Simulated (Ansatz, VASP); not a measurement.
**Two plane-wave programs on SiO2**

POSCAR

```
SiO2
1.0
    4.1854060871      0.0000000000      0.0000000000
    0.0000000000      4.0179898436      0.0000000000
    0.0000000000      0.0000000000      2.6687449852
Si O
2 4
Direct
    0.5000000000      0.5000000000      0.5000000000
    0.0000000000      0.0000000000      0.0000000000
    0.6938852015      0.6938852015      0.0000000000
    0.1938852015      0.8061147985      0.5000000000
    0.3061147985      0.3061147985      0.0000000000
    0.8061147985      0.1938852015      0.5000000000
```

Contents of INCAR.step1:

```
SYSTEM = SiO2
PREC = Accurate
ENCUT = 520
ISMEAR = 0
SIGMA = 0.05
LREAL = .FALSE.
LASPH = .TRUE.
NELM = 60
NBANDS = 25
GGA = PE
ALGO = Normal
EDIFF = 1E-4
LWAVE = .TRUE.
LCHARG = .FALSE.
```

INCAR.step2

```
SYSTEM = SiO2
PREC = Accurate
ENCUT = 520
EDIFF = 1E-6
ISMEAR = 0
SIGMA = 0.05
LREAL = .FALSE.
LASPH = .TRUE.
NELM = 60
ALGO = Normal
ISIF = 2
LWAVE = .FALSE.
LCHARG = .TRUE.
METAGGA = R2SCAN
LMIXTAU = .TRUE.
LELF = .TRUE.
LVHAR = .TRUE.
NBANDS = 25
ISTART = 1
```

Contents of KPOINTS:

```
regular mesh
0
G
  6 6 8
  0 0 0
```

Input for Ansatz:

```yaml
crystal:
  lattice:
    - [4.1854060871, 0.0, 0.0]
    - [0.0, 4.0179898436, 0.0]
    - [0.0, 0.0, 2.6687449852]
  atoms:
    - { symbol: Si, position: [0.5, 0.5, 0.5] }
    - { symbol: Si, position: [0.0, 0.0, 0.0] }
    - { symbol: O, position: [0.6938852015, 0.6938852015, 0.0] }
    - { symbol: O, position: [0.1938852015, 0.8061147985, 0.5] }
    - { symbol: O, position: [0.3061147985, 0.3061147985, 0.0] }
    - { symbol: O, position: [0.8061147985, 0.1938852015, 0.5] }
basis:
  ecutwfc: 500
kpoints:
  mp_grid: { grid: [6, 6, 8] }
hamiltonian:
  xc: r2scan
scf:
  occupations: { method: gaussian, width: 0.05 }
output:
  forces: true
  stress: true
  eigenvalues: true
  write_density: true
  write_potential: true
  elf: true
  volumetric_format: npy
```

Change from the starting cell: strain -0.0400 x Voigt [0, 1, 0, 0, 0, 0], atoms carried along.

Alike in both runs: task single point; functional r2SCAN; k mesh 6 × 6 × 8; occupations gaussian, width 0.05 eV; no spin polarisation.

|  | VASP | Ansatz |
| --- | --- | --- |
| version | VASP 6.6.1 | Ansatz 0.2.0 |
| potentials or method | VASP PAW PBE potentials, release 64 (Si, O), cutoff 520 eV | scalar-relativistic, plane waves, PAW |
| valence electrons in the cell | 32 | 32 |

Ansatz gave:

* gap on the k mesh at the Fermi level (eV): 7.17
* least direct gap on the mesh (eV): 7.17
* pressure (GPa): 14.0
* traceless stress, the component that is largest in VASP (GPa): 10.23
* rms of the force components (eV/Å): 0.193

Task: What did VASP give for the same quantities?

Result: gap on the k mesh at the Fermi level (eV): 7.17; least direct gap on the mesh (eV): 7.17; pressure (GPa): 14.5; traceless stress, the component that is largest in VASP (GPa): 9.92; rms of the force components (eV/Å): 0.201.

VASP's potentials were made for PBE, not for r2SCAN. Atom by atom the forces differ by 0.008 eV/Å (rms over components). With one functional, cell and mesh, what is left measures potentials, basis and numerics.
